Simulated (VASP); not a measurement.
PbS (Galena): single point with PBEsol

Crystal: PbS (Galena).

```
Pb S
1.0
     0.00000    2.94585    2.94585
     2.94585    0.00000    2.94585
     2.94585    2.94585    0.00000
Pb S
1 1
Direct
  0.00000 0.00000 0.00000
  0.50000 0.50000 0.50000
```

```yaml
Program: VASP 6.6.1
Task: single point
Functional: PBEsol
Potentials_or_basis: VASP PAW PBE potentials, release 64 (Pb_d, S)
Cutoff: 520 eV
k_mesh: 6 × 6 × 6
Occupations: gaussian, width 0.01 eV
Spin: no spin polarisation
Dipole_correction: no
Further_INCAR_settings: ALGO = Normal; EDIFF = 1e-06; NBANDS = 17
```

The pressure is 0.3 GPa. The band gap on the k mesh is 0.18 eV, direct.

Levels at points of the mesh, in eV from the valence-band top:
| k point | band 7 | band 8 | band 9 | band 10 | band 11 | band 12 | band 13 | band 14 |
| --- | --- | --- | --- | --- | --- | --- | --- | --- |
| (0.00, 0.00, 0.00) | -6.04 | -2.30 | -2.30 | -2.30 | 5.20 | 5.20 | 5.20 | 6.57 |
| (0.50, 0.00, 0.00) | -9.04 | -1.88 | -1.88 | 0.00 | 0.18 | 1.83 | 1.83 | 8.49 |
| (0.50, 0.50, 0.00) | -7.29 | -5.46 | -3.62 | -3.62 | 3.61 | 5.57 | 5.70 | 5.70 |

Run time: 5 s on 1 thread of Intel(R) Xeon(R) 6975P-C (Granite Rapids), on a shared host, peak memory 0.17 GiB.

Caveat: the PAW data sets were made with another functional, which shifts forces and pressure a little; spin-orbit coupling is left out, which moves the levels of the heavy elements. A k mesh can miss the band edges.
